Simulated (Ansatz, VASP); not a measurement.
## PtSe2 in VASP and in Ansatz

Contents of INCAR:

```
SYSTEM = PtSe2
ALGO     = Normal         ! electronic algorithm
EDIFF    = 1E-7           ! SCF threshold, eV
ENCUT    = 520            ! plane-wave cutoff, eV
GGA      = PE             ! functional
ISIF     = 2              ! what is computed and relaxed
ISMEAR   = 0              ! smearing method
LASPH    = .TRUE.         ! aspherical terms in the spheres
LCHARG   = .TRUE.         ! write CHGCAR
LELF     = .TRUE.         ! ELF
LREAL    = .FALSE.        ! projectors in reciprocal space
LVHAR    = .TRUE.       
LWAVE    = .FALSE.        ! write WAVECAR
NBANDS   = 18             ! bands
NELM     = 100            ! most SCF steps
PREC     = Accurate       ! precision mode
SIGMA    = 0.05           ! smearing width, eV
```

KPOINTS

```
k-points
0
G
  12 12 4
  0 0 0
```

File POSCAR:

```
PtSe2
1.0
    3.8642118947      0.0000000000      0.0000000000
   -1.9321059474      3.2490346276      0.0000000000
    0.0000000000      0.0000000000      6.5268785481
Pt Se
1 2
Direct
    0.0000000000      0.0000000000      0.0000000000
    0.3333333333      0.6666666667      0.2001869949
    0.6666666667      0.3333333333      0.7998130051
```

Input for Ansatz:

```yaml
crystal:
  lattice:
    - [3.8642118947, 0.0, 0.0]
    - [-1.9321059474, 3.2490346276, 0.0]
    - [0.0, 0.0, 6.5268785481]
  atoms:
    - { symbol: Pt, position: [0.0, 0.0, 0.0] }
    - { symbol: Se, position: [0.3333333333, 0.6666666667, 0.2001869949] }
    - { symbol: Se, position: [0.6666666667, 0.3333333333, 0.7998130051] }
basis:
  ecutwfc: 420
kpoints:
  mp_grid: { grid: [12, 12, 4] }
hamiltonian:
  xc: pbe
scf:
  occupations: { method: gaussian, width: 0.05 }
output:
  forces: true
  stress: true
  eigenvalues: true
```

Change from the starting cell: strain +0.0300 x Voigt [1, 0, 0, 0, 0, 0], atoms carried along.

Alike in both runs: task single point; functional PBE; k mesh 12 × 12 × 4; occupations gaussian, width 0.05 eV; no spin polarisation.

```csv
,VASP,Ansatz
version,VASP 6.6.1,Ansatz 0.2.0
potentials or method,"VASP PAW PBE potentials, release 64 (Pt, Se), cutoff 520 eV","scalar-relativistic, plane waves, PAW"
valence electrons in the cell,22,50
```

Ansatz gave:

| Property | Result |
| --- | --- |
| gap on the k mesh at the Fermi level (eV) | 0.75 |
| least direct gap on the mesh (eV) | 0.92 |
| pressure (GPa) | -2.7 |
| traceless stress, the component that is largest in VASP (GPa) | -2.04 |
| rms of the force components (eV/Å) | 0.159 |

Task: What did VASP give for the same quantities?

Result: gap on the k mesh at the Fermi level (eV): 0.74; least direct gap on the mesh (eV): 0.91; pressure (GPa): -2.7; traceless stress, the component that is largest in VASP (GPa): -2.05; rms of the force components (eV/Å): 0.160.

Atom by atom the forces differ by 0.002 eV/Å (rms over components). VASP's potentials hold 22 valence electrons a cell and Ansatz's 50, so a difference there can come from the potentials and not from the codes.

Neither program's run includes spin-orbit coupling.
